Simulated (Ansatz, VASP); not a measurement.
# One calculation of Al, two programs

```
Al
1.0
     2.90448    0.00000    0.00000
    -1.45224    2.51536    0.00000
     0.00000    0.00000    9.23539
Al
4
Cartesian
  0.0000 0.0000 0.0000
  0.0000 1.6769 2.3088
  0.0000 0.0000 4.6177
  1.4522 0.8385 6.9265
```

Alike in both runs: task single point; functional PBE; dispersion D3(BJ); k mesh 18 × 18 × 6; occupations gaussian, width 0.15 eV; no spin polarisation.

```csv
,VASP,Ansatz
version,VASP 6.6.1,Ansatz 0.2.0
potentials or method,"VASP PAW PBE potentials, release 64 (Al), cutoff 520 eV","scalar-relativistic, plane waves, PAW"
valence electrons in the cell,12,12
```

```tsv
	VASP	Ansatz	Ansatz less VASP
gap on the k mesh at the Fermi level (eV)	none	none	-
pressure (GPa)	-4.6	-4.6	+0.03
traceless stress, the component that is largest in VASP (GPa)	1.57	1.57	+0.001
```

A gap of «none» marks a metal or a gap that the smearing closes.
